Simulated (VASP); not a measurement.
# Ga (P6/mmm) in VASP: a series of runs, part 2 of 3

VASP 6.6.1. Earlier steps stand in the parts before.

## (3) Single point, PBE (volume scaled by 0.4, source ansatz)

Input file INCAR:

```
PREC = Accurate
ENCUT = 520
EDIFF = 1E-7
ISMEAR = -1
SIGMA = 0.05
LREAL = F
LASPH = T
NELM = 60
ALGO = Normal
ISIF = 2
LWAVE = F
LCHARG = F
GGA = PE
NBANDS = 12
```

Input file KPOINTS:

```
Automatic mesh
0
Gamma
  17 17 15
```

Input file POSCAR:

```
Ga
1.0
    2.0997137436      0.0000000000      0.0000000000
   -1.0498568718      1.8184054427      0.0000000000
    0.0000000000      0.0000000000      2.0301126829
Ga
1
Direct
    0.0000000000      0.0000000000      0.0000000000
```

Potentials or basis: VASP PAW PBE potentials, release 64 (Ga_d).

Command:

```console
> cat potpaw_PBE.64/Ga_d/POTCAR > POTCAR
> mpirun -np 1 vasp_std > vasp.out
```

OUTCAR:

```text
PREC = Accurate
   ENCUT = 520
   EDIFF = 1E-7
   ISMEAR = -1
   LREAL = F
   LASPH = T
   NELM = 60
   ISIF = 2
   GGA = PE

 ion  position               nearest neighbor table
   1  0.000  0.000  0.000-

  LATTYP: Found a hexagonal cell.
 ALAT       =     2.0997137436
 C/A-ratio  =     0.9668521193

  Lattice vectors:

 A1 = (   2.0997137436,   0.0000000000,   0.0000000000)
 A2 = (  -1.0498568718,   1.8184054427,   0.0000000000)
 A3 = (   0.0000000000,   0.0000000000,   2.0301126829)

Analysis of symmetry for initial positions (statically):
=====================================================================
 Subroutine PRICEL returns:
 Original cell was already a primitive cell.

 Routine SETGRP: Setting up the symmetry group for a
 hexagonal supercell.

 Subroutine GETGRP returns: Found 24 space group operations
 (whereof 24 operations were pure point group operations)
 out of a pool of 24 trial point group operations.

The static configuration has the point symmetry D_6h.

Analysis of symmetry for dynamics (positions and initial velocities):
=====================================================================
 Subroutine PRICEL returns:
 Original cell was already a primitive cell.

 Routine SETGRP: Setting up the symmetry group for a
 hexagonal supercell.

 Subroutine GETGRP returns: Found 24 space group operations
 (whereof 24 operations were pure point group operations)
 out of a pool of 24 trial point group operations.

The dynamic configuration has the point symmetry D_6h.

 Subroutine INISYM returns: Found 24 space group operations
 (whereof 24 operations are pure point group operations),
 and found     1 'primitive' translations

----------------------------------------------------------------------------------------

                                     Primitive cell

  volume of cell :       7.7512

  direct lattice vectors                    reciprocal lattice vectors
     2.099713744  0.000000000  0.000000000     0.476255396  0.274966181  0.000000000
    -1.049856872  1.818405443  0.000000000     0.000000000  0.549932362  0.000000000
     0.000000000  0.000000000  2.030112683     0.000000000  0.000000000  0.492583495

  length of vectors
     2.099713744  2.099713744  2.030112683     0.549932362  0.549932362  0.492583495

  position of ions in fractional coordinates (direct lattice)
     0.000000000  0.000000000  0.000000000

  ion indices of the primitive-cell ions
   primitive index   ion index
                 1           1

----------------------------------------------------------------------------------------

 KPOINTS: Automatic mesh

Automatic generation of k-mesh.
 Grid dimensions read from file:
 generate k-points for:   17   17   15

 Generating k-lattice:

  Cartesian coordinates                     Fractional coordinates (reciprocal lattice)
     0.028015023  0.016174481  0.000000000     0.058823529  0.000000000  0.000000000
     0.000000000  0.032348962  0.000000000     0.000000000  0.058823529  0.000000000
     0.000000000  0.000000000  0.032838900     0.000000000  0.000000000  0.066666667

  Length of vectors
     0.032348962  0.032348962  0.032838900

  Shift w.r.t. Gamma in fractional coordinates (k-lattice)
     0.000000000  0.000000000  0.000000000

 Subroutine IBZKPT returns following result:
 ===========================================

 Found    264 irreducible k-points:

 Following reciprocal coordinates:
            Coordinates               Weight
  0.000000  0.000000  0.000000      1.000000
  0.058824  0.000000  0.000000      6.000000
  0.117647  0.000000  0.000000      6.000000
  0.176471  0.000000  0.000000      6.000000
  0.235294  0.000000  0.000000      6.000000
  0.294118  0.000000  0.000000      6.000000
[... 16 lines left out ...]
  0.411765  0.117647  0.000000     12.000000
  0.176471  0.176471  0.000000      6.000000
 [... further k-points ...]
   k-points           NKPTS =    264   k-points in BZ     NKDIM =    264   number of bands    NBANDS=     12
   number of dos      NEDOS =    301   number of ions     NIONS =      1
   total plane-waves  NPLWV =   4096
   dimension x,y,z NGX =    16 NGY =   16 NGZ =   16
   dimension x,y,z NGXF=    32 NGYF=   32 NGZF=   32
   ions per type =               1
   NGX,Y,Z   is equivalent  to a cutoff of  12.67, 12.67, 13.10 a.u.
   NGXF,Y,Z  is equivalent  to a cutoff of  25.34, 25.34, 26.20 a.u.
 SYSTEM =  unknown system
   PREC   = accura    normal or accurate (medium, high low for compatibility)
   ISTART =      0    job   : 0-new  1-cont  2-samecut
   ICHARG =      2    charge: 1-file 2-atom 10-const
   ISPIN  =      1    spin polarized calculation?
   LNONCOLLINEAR =      F non collinear calculations
   LSORBIT =      F    spin-orbit coupling
   LASPH  =      T    aspherical Exc in radial PAW
   ENCUT  =  520.0 eV  38.22 Ry    6.18 a.u.   3.90  3.90  3.77*2*pi/ulx,y,z
   NELM   =     60;   NELMIN=  2; NELMDL= -5     # of ELM steps
   EDIFF  = 0.1E-06   stopping-criterion for ELM
   LREAL  =      F    real-space projection
   EDIFFG = 0.1E-05   stopping-criterion for IOM
   NSW    =      0    number of steps for IOM
   IBRION =     -1    ionic relax: 0-MD 1-quasi-New 2-CG
   NFREE  =      0    steps in history (QN), initial steepest desc. (CG)
   ISIF   =      2    stress and relaxation
   ISYM   =      2    0-nonsym 1-usesym 2-fastsym
   POTIM  = 0.5000    time-step for ionic-motion
   TEBEG  =    0.0;   TEEND  =   0.0 temperature during run
   PSTRESS=    0.0 pullay stress
   NELECT =      13.0000    total number of electrons
   NUPDOWN=      -1.0000    fix difference up-down
   EMIN   =  10.00;   EMAX   =-10.00  energy-range for DOS
   EFERMI =   0.00;   METHOD = LEGACY
   ISMEAR =    -1;   SIGMA  =   0.05  broadening in eV -4-tet -1-fermi 0-gaus
   EFERMI_NEDOS =   21; number of points for ismear=-14 and -15
   IALGO  =     38    algorithm
   IMIX   =      4    mixing-type and parameters
     AMIX     =   0.40;   BMIX     =  1.00
     AMIX_MAG =   1.60;   BMIX_MAG =  1.00
  volume/ion in A,a.u.               =       7.75        52.31
  Fermi-wavevector in a.u.,A,eV,Ry     =   1.945057  3.675624 51.474188  3.783246
  Thomas-Fermi vector in A             =   2.973857
   LORBIT       =      0    0 simple, 1 ext, 2 COOP (PROOUT), +10 PAW based schemes
   GGA     = PE    functional components
   LHFCALC =     F    Hartree Fock is set to
   AEXX    =    0.0000 exact exchange contribution
   IVDW    =     0    specifies the selected vdW correction
   LEPSILON=     F    determine dielectric tensor
   LRPA    =     F    only Hartree local field effects (RPA)
 non-spin polarized calculation
  energy-cutoff  :      520.00
  volume of cell :        7.75
 maximum number of plane-waves:       218
 NGX is ok and might be reduce to    16
   NGX =  7   NGY =  7   NGZ =  7

 number of electron      13.0000018 magnetization

 Free energy of the ion-electron system (eV)
  ---------------------------------------------------
  ext. energy  EPLUGINS =         0.00000000
  ---------------------------------------------------
  free energy    TOTEN  =         3.50014420 eV

  energy without entropy =        3.50232077  energy(sigma->0) =        3.50123249

 E-fermi :  18.3620     XC(G=0): -16.3374

 val. band max:       18.2805658135   @ k =   0.2353   0.0000   0.3333
 cond. band min:      18.3938142397   @ k =   0.2941   0.2941   0.4667
 fundamental gap:      0.1132484262
 Fermi energy:        18.3619888881

 k-point     1 :       0.0000    0.0000    0.0000
  band No.  band energies     occupation
      1      -2.5915      2.00000
      2      -1.2888      2.00000
      3       0.3288      2.00000
      4       0.3288      2.00000
      5       2.0700      2.00000
      6       2.0700      2.00000
      7      33.0577      0.00000
      8      38.9712      0.00000
      9      39.4877      0.00000
     10      42.8882      0.00000
     11      42.8882      0.00000
     12      46.5018      0.00000
[... 331 lines left out ...]
 k-point    24 :       0.1765    0.1765    0.0000
  band No.  band energies     occupation
      1      -0.7624      2.00000
      2      -0.3176      2.00000
      3       0.3134      2.00000
      4       1.4050      2.00000
      5       1.8571      2.00000
      6       3.2401      2.00000
      7      25.0140      0.00000
      8      25.9963      0.00000
      9      38.6273      0.00000
     10      41.0811      0.00000
     11      46.9513      0.00000
     12      51.4101      0.00000

 [... further k-points ...]

------------------------ aborting loop because EDIFF is reached ----------------------------------------

  FORCE on cell =-STRESS in cart. coord.  units (eV):
  Direction    XX          YY          ZZ          XY          YZ          ZX
  --------------------------------------------------------------------------------------
  -------------------------------------------------------------------------------------
  Total       20.2160330     20.2160330     20.3586660      0.0000000      0.0000000     -0.0000000
  in kB     4178.6458277   4178.6458280   4208.1279969      0.0000000      0.0000000     -0.0000000
  external PRESSURE =    4188.4732175 kB  Pullay stress =       0.0000000 kB

 VOLUME and BASIS-vectors are now :
 -----------------------------------------------------------------------------
  energy-cutoff  :      520.00
  volume of cell :        7.75
      direct lattice vectors                 reciprocal lattice vectors
     2.099713744  0.000000000  0.000000000     0.476255396  0.274966181  0.000000000
    -1.049856872  1.818405443  0.000000000     0.000000000  0.549932362  0.000000000
     0.000000000  0.000000000  2.030112683     0.000000000  0.000000000  0.492583495

 POSITION                                       TOTAL-FORCE (eV/Angst)
 -----------------------------------------------------------------------------------
      0.00000      0.00000      0.00000         0.000000      0.000000      0.000000
 -----------------------------------------------------------------------------------
    total drift:                               -0.000000     -0.000000      0.000000

  FREE ENERGIE OF THE ION-ELECTRON SYSTEM (eV)
  ---------------------------------------------------
  free  energy   TOTEN  =         3.5001442019 eV

  energy  without entropy=        3.5023207693  energy(sigma->0) =        3.50123249
```

stdout:

```text
POSCAR found type information on POSCAR Ga
 POSCAR found :  1 types and       1 ions
 scaLAPACK will be used
 LDA part: xc-table for (Slater+PW92), standard interpolation
 POSCAR, INCAR and KPOINTS ok, starting setup
 FFT: planning ... GRIDC
 FFT: planning ... GRID_SOFT
 FFT: planning ... GRID
 WAVECAR not read
 entering main loop
```

It took 8.1 s on 1 thread of Intel Xeon 6975P-C (Granite Rapids), shared host; peak memory 0.13 GiB.

Results:

- Free energy: 3.5001 eV
- Pressure: 418.8 GPa

Stress tensor (GPa, compression positive):
```
417.86   0.00   0.00
  0.00 417.86   0.00
  0.00   0.00 420.81
```

(Continued in part 3 of 3.)
